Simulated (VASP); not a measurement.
Runs of VASP 6.6.1 on Sr. The structure is that of space group I4_1/amd (No. 141), or close to it. The cells are those of the table. 

```tsv
cell	gap on the mesh (eV)	pressure (GPa)
a = 4.964 Å, angles 97.3, 97.3, 138.2°, 2 atoms	none	6.0
a = 4.331 Å, angles 97.2, 97.2, 138.4°, 2 atoms	none	26.3
a = 4.544 Å, angles 97.2, 97.2, 138.4°, 2 atoms	none	(a)
a = 4.766 Å, angles 97.2, 97.2, 138.4°, 2 atoms	none	10.0
```

Alike in all rows: task single point; level PBE; potentials or basis VASP PAW PBE potentials, release 64 (Sr_sv); no spin polarisation; k mesh 12 × 12 × 12; cutoff (eV) 520; smearing fermi-dirac 0.1 eV.

Fill in the values left out.

(a) 16.6.

Caveats: the cell stands under pressure.

A k mesh can miss the band edges, and the runs leave out spin-orbit coupling on Sr.

A gap of «none» marks levels without a gap at the run's occupations.
